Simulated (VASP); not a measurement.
The system is PtS2.

```xyz
6
Lattice="5.9411 0.0000 0.0000 0.0000 5.9411 0.0000 0.0000 0.0000 3.9211" Properties=species:S:1:pos:R:3 pbc="T T T"
Pt    0.0000    0.0000    0.0000
Pt    2.9705    2.9705    1.9605
S     1.8120    1.8120    0.0000
S     1.1585    4.7826    1.9605
S     4.7826    1.1585    1.9605
S     4.1290    4.1290    0.0000
```

| Property | Result |
| --- | --- |
| Program | VASP 6.6.1 |
| Task | relaxation of cell and atoms |
| Functional | PBE |
| Potentials or basis | VASP PAW PBE potentials, release 64 (Pt, S) |
| Cutoff | 600 eV |
| k mesh | 4 × 4 × 6 |
| Occupations | fermi-dirac, width 0.02 eV |
| Spin | no spin polarisation |

At the start: pressure -14.0 GPa; volume 23.07 Å³/atom.

Problem. Where does the relaxation end?

Solution. Over 10 steps the energy falls by 222.0 meV/atom and the volume is 18.91 Å³/atom (-18.0 %); space group P4_2/mnm (No. 136, to 0.05 Å).

The path:
```tsv
step	energy change (eV)	largest force (eV/Å)	pressure (GPa)	volume (Å³)
1	0.0000	0.6014	-13.97	138.40
2	-0.4447	0.9029	20.45	101.89
3	-1.2332	0.0282	-0.66	115.75
4	-1.2340	0.0083	-0.24	115.32
5	-1.3015	0.1030	-0.03	114.17
6	-1.3230	0.2237	0.45	113.02
7	-1.3304	0.0978	-0.41	113.80
8	-1.3305	0.0767	-0.56	113.93
9	-1.3309	0.0684	0.51	113.04
10	-1.3322	0.0003	0.01	113.45
```

Final structure:
```
Pt S
1.0
     5.45465    0.00000    0.00000
     0.00000    5.45465    0.00000
     0.00000    0.00000    3.81314
Pt S
2 4
Direct
  0.00000 0.00000 0.00000
  0.50000 0.50000 0.50000
  0.30968 0.30968 0.00000
  0.19032 0.80968 0.50000
  0.80968 0.19032 0.50000
  0.69032 0.69032 0.00000
```

Caveat: the volume moved by over 15 % at a fixed basis, so the end points are rough.
